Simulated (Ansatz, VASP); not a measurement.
AlAs3 in VASP and in Ansatz

```xyz
8
Lattice="5.9871 0.0000 0.0000 -2.9935 5.1850 0.0000 0.0000 0.0000 6.2872" Properties=species:S:1:pos:R:3 pbc="T T T"
Al    2.9935    1.7283    4.0142
Al    0.0000    3.4566    0.8706
As    1.1500    1.5918    3.1594
As    1.8436    3.5931    0.0158
As   -1.0400    4.9850    0.0158
As    3.7971    3.3932    3.1594
As    4.0335    0.2000    3.1594
As   -0.8036    1.7918    0.0158
```

Change from the starting cell: species swapped into the PI3 type (P6_3, No. 173).

Alike in both runs: task relaxation of cell and atoms; functional PBE; k mesh 3 × 3 × 4; occupations gaussian, width 0.1 eV; no spin polarisation.

|  | VASP | Ansatz |
| --- | --- | --- |
| version | VASP 6.6.1 | Ansatz 0.2.0 |
| potentials or method | VASP PAW PBE potentials, release 64 (Al, As), cutoff 600 eV | scalar-relativistic, plane waves, PAW |
| valence electrons in the cell | 36 | 96 |

|  | VASP | Ansatz | Ansatz less VASP |
| --- | --- | --- | --- |
| gap on the k mesh at the Fermi level, each at its own relaxed structure (eV) | none | none | - |
| relaxed volume (Å³/atom) | 21.20 | 21.62 | +0.416 |
| relaxed length of the cell vector where the two differ most in proportion (Å) | 5.075 | 7.510 | +2.4355 |

A gap of «none» marks a metal or a gap that the smearing closes. One of these differences is far larger than is usual between the two programs; its cause wasn't traced. VASP's potentials hold 36 valence electrons a cell and Ansatz's 96, so a difference there can come from the potentials and not from the codes.

The k mesh is coarse, so the values compare programs but aren't converged.
